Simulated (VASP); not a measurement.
Write the native input for VASP 6.6.1 that does the following.

```yaml
Task: single point
Functional: PBEsol
Potentials_or_basis: VASP PAW PBE potentials, release 64 (Re)
Cutoff: 520 eV
k_mesh: 11 × 11 × 11
Occupations: gaussian, width 0.05 eV
Spin: no spin polarisation
Dipole_correction: no
Further_INCAR_settings: ALGO = Normal; EDIFF = 1e-06; NBANDS = 18
```

The structure of Re lies in POSCAR:

```
Re
1.0
    1.3839230000      0.7990080000      6.6986080000
   -1.3839230000      0.7990080000      6.6986080000
    0.0000000000     -1.5980170000      6.6986080000
Re
3
Direct
    0.0000000000      0.0000000000      0.0000000000
    0.2221740000      0.2221740000      0.2221740000
    0.7778260000      0.7778260000      0.7778260000
```

One way to write it, as run:

INCAR

```
ALGO = Normal
EDIFF = 1E-6
ENCUT = 520
GGA = PS
ISIF = 2
ISMEAR = 0
LASPH = T
LCHARG = T
LELF = T
LREAL = F
LVHAR = T
LWAVE = F
NBANDS = 18
NELM = 60
PREC = Accurate
SIGMA = 0.05
```

KPOINTS

```
k-points
0
Gamma
  11 11 11
```

Potentials or basis: VASP PAW PBE potentials, release 64 (Re).

The run is started by

```console
$ cat potpaw_PBE.64/Re/POTCAR > POTCAR
$ mpirun -np 1 vasp_std > vasp.out
```

Results of the run:

* Pressure: -6.4 GPa
* Largest force: 0.048 eV/Å

Caveat: the PAW data sets were made with another functional, which shifts forces and pressure a little.

It took 11 min on 1 thread of Intel(R) Xeon(R) Platinum 8259CL CPU @ 2.50GHz (Skylake/Cascade Lake), with other jobs on the host, peak memory 0.44 GiB.
